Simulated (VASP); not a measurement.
Crystal: Sb3S2.

```
CELL_PARAMETERS angstrom
5.27044 0.00000 0.00000
0.00000 5.27044 0.00000
0.00000 0.00000 5.27044
ATOMIC_POSITIONS crystal
Sb 0.50000 0.00000 0.00000
Sb 0.00000 0.50000 0.00000
Sb 0.00000 0.00000 0.50000
S 0.50000 0.50000 0.50000
S 0.00000 0.00000 0.00000
```

The cell was built from a structure type or drawn by symmetry, and may not be a known phase.

* Program: VASP 6.6.1
* Task: relaxation of cell and atoms
* Functional: PBE
* Potentials or basis: VASP PAW PBE potentials, release 64 (Sb, S)
* Cutoff: 600 eV
* k mesh: 4 × 4 × 4
* Occupations: gaussian, width 0.1 eV
* Spin: no spin polarisation

At the start: pressure -1.2 GPa; volume 29.28 Å³/atom.

Task: How do energy, volume and symmetry change on relaxing?

Result: Over 3 steps the energy falls by 2.9 meV/atom and the volume is 28.51 Å³/atom (-2.6 %); space group Pm-3m (No. 221, to 0.1 Å) before and after.

The path:
| step | energy change (eV) | largest force (eV/Å) | pressure (GPa) | volume (Å³) |
| --- | --- | --- | --- | --- |
| 1 | 0.0000 | 0.0000 | -1.19 | 146.40 |
| 2 | -0.0142 | 0.0000 | 0.23 | 141.84 |
| 3 | -0.0147 | 0.0000 | 0.01 | 142.53 |

Final structure:
```yaml
crystal:
  lattice:
    - [5.22355, 0.00000, 0.00000]
    - [0.00000, 5.22355, 0.00000]
    - [0.00000, 0.00000, 5.22355]
  atoms:
    - { symbol: Sb, position: [0.50000, 0.00000, 0.00000] }
    - { symbol: Sb, position: [0.00000, 0.50000, 0.00000] }
    - { symbol: Sb, position: [0.00000, 0.00000, 0.50000] }
    - { symbol: S, position: [0.50000, 0.50000, 0.50000] }
    - { symbol: S, position: [0.00000, 0.00000, 0.00000] }
```
